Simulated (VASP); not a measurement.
A run of VASP 6.6.1 is set up as follows.

The input INCAR:

```
ALGO = Normal ; EDIFF = 1E-6
ENCUT = 520 ; GGA = RE
ISIF = 2 ; ISMEAR = -1
IVDW = 12 ; LASPH = T
LCHARG = T ; LELF = T
LREAL = F ; LVHAR = T
LWAVE = F ; NBANDS = 21
NELM = 100 ; PREC = Accurate
SIGMA = 0.05
```

File KPOINTS:

```
k-points
0
Gamma
  7 7 7
```

The input POSCAR:

```
Sn
1.0
    0.0000000000      3.2773998247      3.2773998247
    3.2773998247      0.0000000000      3.2773998247
    3.2773998247      3.2773998247      0.0000000000
Sn
2
Direct
    0.7500000000      0.7500000000      0.7500000000
    0.5000000000      0.5000000000      0.5000000000
```

Potentials or basis: VASP PAW PBE potentials, release 64 (Sn_d).

Run with:

```sh
$ cat potpaw_PBE.64/Sn_d/POTCAR > POTCAR
$ mpirun -np 1 vasp_std > vasp.out
```

Q: Predict the pressure.

A: 0.0 GPa.

Q: Predict the band gap on the k mesh.

A: Zero (bands 14 and 15 overlap by 0.07 eV).

Q: Estimate the dispersion energy per atom.

A: -0.553 eV.

Caveat: the PAW data sets were made with another functional, which shifts forces and pressure a little; spin-orbit coupling is left out, which moves the levels of the heavy elements.
